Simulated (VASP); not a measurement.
# Ta4O (P4/mmm) in VASP: a series of runs

The runs below take Ta4O through single point, relaxation of cell and atoms, with PBEsol.

Program: VASP 6.6.1. These are calculated values, not measurements. Logs are shortened: lines on timing, memory, paths and dates and some standing lists are left out, and cuts for length are marked.

## (1) The cell of the first run

It takes space group P4/mmm (No. 123, tetragonal). Conventional cell: a = 3.211 Å, b = 3.211 Å, c = 7.342 Å, α = 90.00°, β = 90.00°, γ = 90.00°. Within 3.3 Å of Ta (site symmetry 4/mmm) lie 4 O at 2.27 Å and 12 Ta at 3.08 to 3.21 Å. Within 2.8 Å of Ta (site symmetry 4mm) lie 1 O at 2.08 Å and 4 Ta at 2.77 Å. Ta (site symmetry 4/mmm) has 14 Ta at 2.77 to 3.67 Å within 3.7 Å. Within 2.7 Å of O (site symmetry 4/mmm) lie 6 Ta at 2.08 to 2.27 Å.

## (2) Single point, PBEsol

INCAR

```
SYSTEM = Ta4O
  PREC = Accurate
  ENCUT = 520
  EDIFF = 1E-6
  ISMEAR = 0
  SIGMA = 0.1
  LREAL = .False.
  LASPH = .True.
  NELM = 60
  ALGO = Normal
  ISIF = 2
  LWAVE = .False.
  LCHARG = .False.
  GGA = PS
  NBANDS = 33
```

KPOINTS

```
Automatic mesh
0
Gamma
  12 12 6
  0 0 0
```

POSCAR

```
Ta4O
1.0
    3.2109380230      0.0000000000      0.0000000000
    0.0000000000      3.2109380230      0.0000000000
    0.0000000000      0.0000000000      7.3419834451
Ta O
4 1
Direct
    0.0000000000      0.0000000000      0.5000000000
    0.5000000000      0.5000000000      0.7827831954
    0.5000000000      0.5000000000      0.2172168046
    0.0000000000      0.0000000000      0.0000000000
    0.5000000000      0.5000000000      0.5000000000
```

Potentials or basis: VASP PAW PBE potentials, release 64 (Ta_pv, O).

The run is started by

```bash
cat potpaw_PBE.64/Ta_pv/POTCAR potpaw_PBE.64/O/POTCAR > POTCAR
mpirun -np 1 vasp_std > vasp.out
```

OUTCAR:

```text
SYSTEM = Ta4O
   PREC = Accurate
   ENCUT = 520
   EDIFF = 1E-6
   ISMEAR = 0
   LREAL = .False.
   LASPH = .True.
   NELM = 60
   ISIF = 2
   GGA = PS

 ion  position               nearest neighbor table
   1  0.000  0.000  0.500-   5 2.27   5 2.27   5 2.27   5 2.27   3 3.08   3 3.08   2 3.08   3 3.08
                             2 3.08   2 3.08   3 3.08   2 3.08
   2  0.500  0.500  0.783-   5 2.08   4 2.77   4 2.77   4 2.77   4 2.77   1 3.08   1 3.08   1 3.08
                             1 3.08   3 3.19
   3  0.500  0.500  0.217-   5 2.08   4 2.77   4 2.77   4 2.77   4 2.77   1 3.08   1 3.08   1 3.08
                             1 3.08   2 3.19
   4  0.000  0.000  0.000-   2 2.77   3 2.77   2 2.77   3 2.77   2 2.77   3 2.77   2 2.77   3 2.77

   5  0.500  0.500  0.500-   2 2.08   3 2.08   1 2.27   1 2.27   1 2.27   1 2.27

  LATTYP: Found a simple tetragonal cell.
 ALAT       =     3.2109380230
 C/A-ratio  =     2.2865540825

  Lattice vectors:

 A1 = (   3.2109380230,   0.0000000000,   0.0000000000)
 A2 = (   0.0000000000,   3.2109380230,   0.0000000000)
 A3 = (   0.0000000000,   0.0000000000,   7.3419834451)

Analysis of symmetry for initial positions (statically):
=====================================================================
 Subroutine PRICEL returns:
 Original cell was already a primitive cell.

 Routine SETGRP: Setting up the symmetry group for a
 simple tetragonal supercell.

 Subroutine GETGRP returns: Found 16 space group operations
 (whereof 16 operations were pure point group operations)
 out of a pool of 16 trial point group operations.

The static configuration has the point symmetry D_4h.

Analysis of symmetry for dynamics (positions and initial velocities):
=====================================================================
 Subroutine PRICEL returns:
 Original cell was already a primitive cell.

 Routine SETGRP: Setting up the symmetry group for a
 simple tetragonal supercell.

 Subroutine GETGRP returns: Found 16 space group operations
 (whereof 16 operations were pure point group operations)
 out of a pool of 16 trial point group operations.

The dynamic configuration has the point symmetry D_4h.

 Subroutine INISYM returns: Found 16 space group operations
 (whereof 16 operations are pure point group operations),
 and found     1 'primitive' translations

----------------------------------------------------------------------------------------

                                     Primitive cell

  volume of cell :      75.6968

  direct lattice vectors                    reciprocal lattice vectors
     3.210938023  0.000000000  0.000000000     0.311435472  0.000000000  0.000000000
     0.000000000  3.210938023  0.000000000     0.000000000  0.311435472  0.000000000
     0.000000000  0.000000000  7.341983445     0.000000000  0.000000000  0.136202977

  length of vectors
     3.210938023  3.210938023  7.341983445     0.311435472  0.311435472  0.136202977

  position of ions in fractional coordinates (direct lattice)
     0.000000000  0.000000000  0.500000000
     0.500000000  0.500000000  0.782783195
     0.500000000  0.500000000  0.217216805
     0.000000000  0.000000000  0.000000000
     0.500000000  0.500000000  0.500000000

  ion indices of the primitive-cell ions
   primitive index   ion index
                 1           1
                 2           2
                 3           3
                 4           4
                 5           5

----------------------------------------------------------------------------------------

 KPOINTS: Automatic mesh

Automatic generation of k-mesh.
 Grid dimensions read from file:
 generate k-points for:   12   12    6

 Generating k-lattice:

  Cartesian coordinates                     Fractional coordinates (reciprocal lattice)
     0.025952956  0.000000000  0.000000000     0.083333333  0.000000000  0.000000000
     0.000000000  0.025952956  0.000000000     0.000000000  0.083333333  0.000000000
     0.000000000  0.000000000  0.022700496     0.000000000  0.000000000  0.166666667

  Length of vectors
     0.025952956  0.025952956  0.022700496

  Shift w.r.t. Gamma in fractional coordinates (k-lattice)
     0.000000000  0.000000000  0.000000000

 Subroutine IBZKPT returns following result:
 ===========================================

 Found    112 irreducible k-points:

 Following reciprocal coordinates:
            Coordinates               Weight
  0.000000  0.000000  0.000000      1.000000
  0.083333  0.000000  0.000000      4.000000
  0.166667  0.000000  0.000000      4.000000
  0.250000  0.000000  0.000000      4.000000
  0.333333  0.000000  0.000000      4.000000
  0.416667  0.000000  0.000000      4.000000
[... 16 lines left out ...]
  0.333333  0.333333  0.000000      4.000000
  0.416667  0.333333  0.000000      8.000000
 [... further k-points ...]
   k-points           NKPTS =    112   k-points in BZ     NKDIM =    112   number of bands    NBANDS=     33
   number of dos      NEDOS =    301   number of ions     NIONS =      5
   total plane-waves  NPLWV =  32256
   dimension x,y,z NGX =    24 NGY =   24 NGZ =   56
   dimension x,y,z NGXF=    48 NGYF=   48 NGZF=  112
   ions per type =               4   1
   NGX,Y,Z   is equivalent  to a cutoff of  12.43, 12.43, 12.68 a.u.
   NGXF,Y,Z  is equivalent  to a cutoff of  24.85, 24.85, 25.36 a.u.
 SYSTEM =  Ta4O
   PREC   = accura    normal or accurate (medium, high low for compatibility)
   ISTART =      0    job   : 0-new  1-cont  2-samecut
   ICHARG =      2    charge: 1-file 2-atom 10-const
   ISPIN  =      1    spin polarized calculation?
   LNONCOLLINEAR =      F non collinear calculations
   LSORBIT =      F    spin-orbit coupling
   LASPH  =      T    aspherical Exc in radial PAW
   ENCUT  =  520.0 eV  38.22 Ry    6.18 a.u.   5.97  5.97 13.65*2*pi/ulx,y,z
   NELM   =     60;   NELMIN=  2; NELMDL= -5     # of ELM steps
   EDIFF  = 0.1E-05   stopping-criterion for ELM
   LREAL  =      F    real-space projection
   EDIFFG = 0.1E-04   stopping-criterion for IOM
   NSW    =      0    number of steps for IOM
   IBRION =     -1    ionic relax: 0-MD 1-quasi-New 2-CG
   NFREE  =      0    steps in history (QN), initial steepest desc. (CG)
   ISIF   =      2    stress and relaxation
   ISYM   =      2    0-nonsym 1-usesym 2-fastsym
   POTIM  = 0.5000    time-step for ionic-motion
   TEBEG  =    0.0;   TEEND  =   0.0 temperature during run
   PSTRESS=    0.0 pullay stress
   NELECT =      50.0000    total number of electrons
   NUPDOWN=      -1.0000    fix difference up-down
   EMIN   =  10.00;   EMAX   =-10.00  energy-range for DOS
   EFERMI =   0.00;   METHOD = LEGACY
   ISMEAR =     0;   SIGMA  =   0.10  broadening in eV -4-tet -1-fermi 0-gaus
   EFERMI_NEDOS =   21; number of points for ismear=-14 and -15
   IALGO  =     38    algorithm
   IMIX   =      4    mixing-type and parameters
     AMIX     =   0.40;   BMIX     =  1.00
     AMIX_MAG =   1.60;   BMIX_MAG =  1.00
  volume/ion in A,a.u.               =      15.14       102.17
  Fermi-wavevector in a.u.,A,eV,Ry     =   1.425736  2.694250 27.656873  2.032723
  Thomas-Fermi vector in A             =   2.546088
   LORBIT       =      0    0 simple, 1 ext, 2 COOP (PROOUT), +10 PAW based schemes
   GGA     = PS    functional components
   LHFCALC =     F    Hartree Fock is set to
   AEXX    =    0.0000 exact exchange contribution
   IVDW    =     0    specifies the selected vdW correction
   LEPSILON=     F    determine dielectric tensor
   LRPA    =     F    only Hartree local field effects (RPA)
 non-spin polarized calculation
 Gauss-broadening in eV      SIGMA  =   0.10
  energy-cutoff  :      520.00
  volume of cell :       75.70
 maximum number of plane-waves:      2072
 NGX is ok and might be reduce to    24
   NGX = 11   NGY = 11   NGZ = 27

 number of electron      49.9999989 magnetization

 Free energy of the ion-electron system (eV)
  ---------------------------------------------------
  ext. energy  EPLUGINS =         0.00000000
  ---------------------------------------------------
  free energy    TOTEN  =       -58.56841109 eV

  energy without entropy =      -58.56017024  energy(sigma->0) =      -58.56429066

 E-fermi :   6.5818     XC(G=0): -12.9289

 val. band max:        6.5802997389   @ k =   0.3333   0.2500   0.1667
 cond. band min:       6.5860430953   @ k =   0.5000   0.2500   0.0000
 fundamental gap:      0.0057433564
 Fermi energy:         6.5818058102

 k-point     1 :       0.0000    0.0000    0.0000
  band No.  band energies     occupation
      1     -28.8901      2.00000
      2     -28.8901      2.00000
      3     -28.5434      2.00000
      4     -27.9715      2.00000
      5     -27.8341      2.00000
      6     -27.5972      2.00000
[... 25 lines left out ...]
     32       8.3591      0.00000
     33       9.0322      0.00000

 k-point     2 :       0.0833    0.0000    0.0000
  band No.  band energies     occupation
      1     -28.9223      2.00000
      2     -28.8865      2.00000
      3     -28.5384      2.00000
      4     -27.9810      2.00000
      5     -27.8425      2.00000
      6     -27.5981      2.00000
[... 25 lines left out ...]
     32       8.8597      0.00000
     33       9.3517      0.00000

 k-point     3 :       0.1667    0.0000    0.0000
  band No.  band energies     occupation
      1     -29.0074      2.00000
      2     -28.8767      2.00000
      3     -28.5262      2.00000
      4     -28.0063      2.00000
      5     -27.8655      2.00000
      6     -27.6063      2.00000
[... 25 lines left out ...]
     32       9.3313      0.00000
     33       9.8247      0.00000

 k-point     4 :       0.2500    0.0000    0.0000
  band No.  band energies     occupation
      1     -29.1179      2.00000
      2     -28.8633      2.00000
      3     -28.5144      2.00000
      4     -28.0382      2.00000
      5     -27.8941      2.00000
      6     -27.6315      2.00000
[... 673 lines left out ...]
     32      10.6026      0.00000
     33      10.8301      0.00000

 k-point    23 :       0.3333    0.3333    0.0000
  band No.  band energies     occupation
      1     -29.1449      2.00000
      2     -29.1007      2.00000
      3     -28.4506      2.00000
      4     -28.0186      2.00000
      5     -27.8706      2.00000
      6     -27.7774      2.00000
[... 25 lines left out ...]
     32      10.2555      0.00000
     33      10.8481      0.00000

 k-point    24 :       0.4167    0.3333    0.0000
  band No.  band energies     occupation
      1     -29.1868      2.00000
      2     -29.0969      2.00000
      3     -28.4367      2.00000
      4     -28.0317      2.00000
      5     -27.8962      2.00000
      6     -27.7597      2.00000
[... 25 lines left out ...]
     32      10.7585      0.00000
     33      10.9301      0.00000

 [... further k-points ...]

------------------------ aborting loop because EDIFF is reached ----------------------------------------

  FORCE on cell =-STRESS in cart. coord.  units (eV):
  Direction    XX          YY          ZZ          XY          YZ          ZX
  --------------------------------------------------------------------------------------
  -------------------------------------------------------------------------------------
  Total        0.1421882      0.1421882      0.2368865      0.0000000      0.0000000      0.0000000
  in kB        3.0095175      3.0095175      5.0138767      0.0000000      0.0000000      0.0000000
  external PRESSURE =       3.6776372 kB  Pullay stress =       0.0000000 kB

 VOLUME and BASIS-vectors are now :
 -----------------------------------------------------------------------------
  energy-cutoff  :      520.00
  volume of cell :       75.70
      direct lattice vectors                 reciprocal lattice vectors
     3.210938023  0.000000000  0.000000000     0.311435472  0.000000000  0.000000000
     0.000000000  3.210938023  0.000000000     0.000000000  0.311435472  0.000000000
     0.000000000  0.000000000  7.341983445     0.000000000  0.000000000  0.136202977

 POSITION                                       TOTAL-FORCE (eV/Angst)
 -----------------------------------------------------------------------------------
      0.00000      0.00000      3.67099         0.000000      0.000000     -0.000000
      1.60547      1.60547      5.74718         0.000000      0.000000      0.037716
      1.60547      1.60547      1.59480         0.000000      0.000000     -0.037716
      0.00000      0.00000      0.00000         0.000000      0.000000     -0.000000
      1.60547      1.60547      3.67099         0.000000      0.000000     -0.000000
 -----------------------------------------------------------------------------------
    total drift:                                0.000000     -0.000000      0.000000

  FREE ENERGIE OF THE ION-ELECTRON SYSTEM (eV)
  ---------------------------------------------------
  free  energy   TOTEN  =       -58.5684110869 eV

  energy  without entropy=      -58.5601702423  energy(sigma->0) =      -58.56429066
```

It took 3.4 min on 1 thread of Intel Xeon 8259CL, shared host; peak memory 0.33 GiB.

What came out:

```
Free energy            : -58.5684 eV
Pressure               : 0.4 GPa
Largest force          : 0.038 eV/Å
Band gap on the k mesh : zero (bands 25 and 26 overlap by 1.04 eV)
```

Forces on the atoms (eV/Å):
```
Ta   0.000  0.000  0.000
Ta   0.000  0.000  0.038
Ta   0.000  0.000 -0.038
Ta   0.000  0.000  0.000
O    0.000  0.000  0.000
```

Caveat: the PAW data sets were made with another functional, which shifts forces and pressure a little; spin-orbit coupling is left out, which moves the levels of the heavy elements.

[end of part 1 of 2]

The gap in the log of VASP goes by the Fermi energy; the results here count the filled bands.